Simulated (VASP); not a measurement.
GaAs, 2 atoms in the cell. Symmetry: F-43m, No. 216, cubic system. The conventional cell has a = 5.691 Å, b = 5.691 Å, c = 5.691 Å, α = 90.00°, β = 90.00°, γ = 90.00°. Within 3.3 Å of Ga (site symmetry -43m) lie 4 As at 2.46 Å. As (site symmetry -43m) has 4 Ga at 2.46 Å within 3.3 Å.  This cell differs from its parent crystal: volume scaled by 1.02, then relaxed in part.

| Property | Result |
| --- | --- |
| Program | VASP 6.6.1 |
| Task | single point |
| Functional | PBE |
| Potentials or basis | VASP PAW PBE potentials, release 64 (Ga_d, As) |
| Cutoff | 520 eV |
| k mesh | 13 × 13 × 13 |
| Occupations | fermi-dirac, width 0.02 eV |
| Spin | no spin polarisation |
| Dipole correction | no |
| Further INCAR settings | ALGO = Normal; EDIFF = 1e-06; NBANDS = 16 |

Potentials or basis: VASP PAW PBE potentials, release 64 (Ga_d, As).

Command:

```bash
$ cat potpaw_PBE.64/Ga_d/POTCAR potpaw_PBE.64/As/POTCAR > POTCAR
$ mpirun -np 1 vasp_std > vasp.out
```

Hardware: 1 thread of AMD EPYC 7R13 (shared host).

Q: How long does it take, and how much memory?

A: Run time: 2.3 min on 1 thread of AMD EPYC 7R13, on a shared host, peak memory 0.18 GiB. Counts: scf iterations 12, k points 84.
